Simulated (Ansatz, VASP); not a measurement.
Fe3Co in VASP and in Ansatz

File INCAR:

```
PREC = Accurate ; ENCUT = 600
EDIFF = 1E-6 ; ISMEAR = 0
SIGMA = 0.1 ; LREAL = F
LASPH = T ; NELM = 200
ALGO = Normal ; ISIF = 2
LWAVE = F ; LCHARG = T
ISPIN = 2 ; MAGMOM = 2.6 2.87 2.87 1.99
LORBIT = 11 ; LMAXMIX = 4
GGA = PS ; LELF = T
LVHAR = T ; NBANDS = 28
GGA_COMPAT = F
```

The input KPOINTS:

```
regular mesh
0
Gamma
  2 2 2
```

File POSCAR:

```
Fe3Co
1.0
    4.0235794450      0.0000000000      0.0000000000
    0.0000000000      4.0235794450      0.0000000000
    0.0000000000      0.0000000000      2.8277051700
Fe Co
3 1
Direct
    0.5000000000      0.5000000000      0.0000000000
    0.5000000000      0.0000000000      0.5000000000
    0.0000000000      0.5000000000      0.5000000000
    0.0000000000      0.0000000000      0.0000000000
```

Input for Ansatz:

```yaml
crystal:
  lattice:
    - [4.023579445, 0.0, 0.0]
    - [0.0, 4.023579445, 0.0]
    - [0.0, 0.0, 2.82770517]
  atoms:
    - { symbol: Fe, position: [0.5, 0.5, 0.0], spin: 2.6 }
    - { symbol: Fe, position: [0.5, 0.0, 0.5], spin: 2.87 }
    - { symbol: Fe, position: [0.0, 0.5, 0.5], spin: 2.87 }
    - { symbol: Co, position: [0.0, 0.0, 0.0], spin: 1.99 }
basis:
  ecutwfc: 420
kpoints:
  mp_grid: { grid: [2, 2, 2] }
hamiltonian:
  xc: pbesol
scf:
  occupations: { method: gaussian, width: 0.1 }
output:
  forces: true
  stress: true
  eigenvalues: true
  populations: true
magnetization:
  spin_polarized: true
```

Alike in both runs: task single point; functional PBEsol; k mesh 2 × 2 × 2; occupations gaussian, width 0.1 eV; collinear spin.

```csv
,VASP,Ansatz
version,VASP 6.6.1,Ansatz 0.2.0
potentials or method,"VASP PAW PBE potentials, release 64 (Fe, Co), cutoff 600 eV","scalar-relativistic, plane waves, PAW"
valence electrons in the cell,33,65
```

|  | VASP | Ansatz | Ansatz less VASP |
| --- | --- | --- | --- |
| gap on the k mesh at the Fermi level (eV) | none | none | - |
| pressure (GPa) | -6.0 | -5.9 | +0.08 |
| traceless stress, the component that is largest in VASP (GPa) | 9.45 | 9.81 | +0.361 |
| net moment per atom (μB) | 2.30 | 2.32 | +0.020 |
| size of the moment on the site where the two differ most (μB) | 2.00 | 1.96 | -0.041 |

VASP's potentials were made for PBE, not for PBEsol. Site moments also hang on the region over which each program counts them. A gap of «none» marks a metal or a gap that the smearing closes. VASP's potentials hold 33 valence electrons a cell and Ansatz's 65, so a difference there can come from the potentials and not from the codes.

The k mesh is coarse, so the values compare programs but aren't converged.
